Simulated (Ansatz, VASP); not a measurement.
**One calculation of MgO, two programs**

```
Mg O
1.0
     3.22245    0.00000    0.00000
    -1.61123    2.79073    0.00000
     0.00000    0.00000    5.16533
Mg O
2 2
Direct
  0.33333 0.66667 0.99609
  0.66667 0.33333 0.49609
  0.33333 0.66667 0.37891
  0.66667 0.33333 0.87891
```

Change from the starting cell: epitaxial_xy strain -2.0%.

Alike in both runs: task single point; functional PBE; k mesh 12 × 12 × 6; occupations fermi-dirac, width 0.02 eV; no spin polarisation.

```csv
,VASP,Ansatz
version,VASP 6.6.1,Ansatz 0.2.0
potentials or method,"VASP PAW PBE potentials, release 64 (Mg, O)","plane waves, PAW"
plane-wave cutoff (eV),520,420
valence electrons in the cell,16,32
```

Ansatz gave:

- gap on the k mesh at the Fermi level (eV): 3.81
- pressure (GPa): 6.5
- traceless stress, the component that is largest in VASP (GPa): -2.56

Problem. Which values does VASP return?

Solution. gap on the k mesh at the Fermi level (eV): 3.79; pressure (GPa): 6.2; traceless stress, the component that is largest in VASP (GPa): -2.57.

VASP's potentials hold 16 valence electrons a cell and Ansatz's 32, so a difference there can come from the potentials and not from the codes.
